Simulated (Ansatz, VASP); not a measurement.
**Two plane-wave programs on NaSe7**

```
Na Se
1.0
     0.00000    4.37410    4.37410
     4.37410    0.00000    4.37410
     4.37410    4.37410    0.00000
Na Se
1 7
Direct
  0.00000 0.00000 0.00000
  0.50000 0.00000 0.00000
  0.00000 0.50000 0.50000
  0.00000 0.50000 0.00000
  0.50000 0.00000 0.50000
  0.00000 0.00000 0.50000
  0.50000 0.50000 0.00000
  0.50000 0.50000 0.50000
```

Change from the starting cell: species swapped into the CePd7 type (Fm-3m, No. 225).

Alike in both runs: functional PBE; k mesh 8 × 8 × 8; occupations gaussian, width 0.1 eV; no spin polarisation.

Ansatz relaxed the structure, and its values are those at the end. VASP's run is a single point on that final structure, the one shown.

```csv
,VASP,Ansatz
version,VASP 6.6.1,Ansatz 0.2.0
potentials or method,"VASP PAW PBE potentials, release 64 (Na_pv, Se), cutoff 520 eV","scalar-relativistic, plane waves, PAW"
valence electrons in the cell,49,121
```

|  | VASP | Ansatz | Ansatz less VASP |
| --- | --- | --- | --- |
| gap on the k mesh at the Fermi level (eV) | none | none | - |
| pressure (GPa) | 0.0 | 0.0 | -0.01 |

A gap of «none» marks a metal or a gap that the smearing closes. VASP's potentials hold 49 valence electrons a cell and Ansatz's 121, so a difference there can come from the potentials and not from the codes.
